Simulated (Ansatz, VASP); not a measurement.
## Two plane-wave programs on La3Fe

```xyz
4
Lattice="0.0000 3.9187 3.9187 3.9187 0.0000 3.9187 3.9187 3.9187 0.0000" Properties=species:S:1:pos:R:3 pbc="T T T"
La    1.9594    1.9594    1.9594
La    5.8781    5.8781    5.8781
La    0.0000    0.0000    0.0000
Fe    3.9187    3.9187    3.9187
```

Alike in both runs: task single point; functional PBE; k mesh 4 × 4 × 4; occupations gaussian, width 0.1 eV; collinear spin.

```csv
,VASP,Ansatz
version,VASP 6.6.1,Ansatz 0.2.0
potentials or method,"VASP PAW PBE potentials, release 64 (La, Fe), cutoff 520 eV","scalar-relativistic, plane waves, PAW"
valence electrons in the cell,41,49
```

VASP gave:

| Item | Value |
| --- | --- |
| gap on the k mesh at the Fermi level (eV) | none |
| pressure (GPa) | -2.4 |
| net moment per atom (μB) | 0.28 |
| size of the moment on the site where the two differ most (μB) | 2.81 |

What did Ansatz give for the same quantities?

gap on the k mesh at the Fermi level (eV): none; pressure (GPa): -2.4; net moment per atom (μB): 0.29; size of the moment on the site where the two differ most (μB): 2.92.

Site moments also hang on the region over which each program counts them. A gap of «none» marks a metal or a gap that the smearing closes. The functional is the same, so the differences come from potentials, cutoffs and numerics. VASP's potentials hold 41 valence electrons a cell and Ansatz's 49, so a difference there can come from the potentials and not from the codes.

Neither program's run includes spin-orbit coupling.
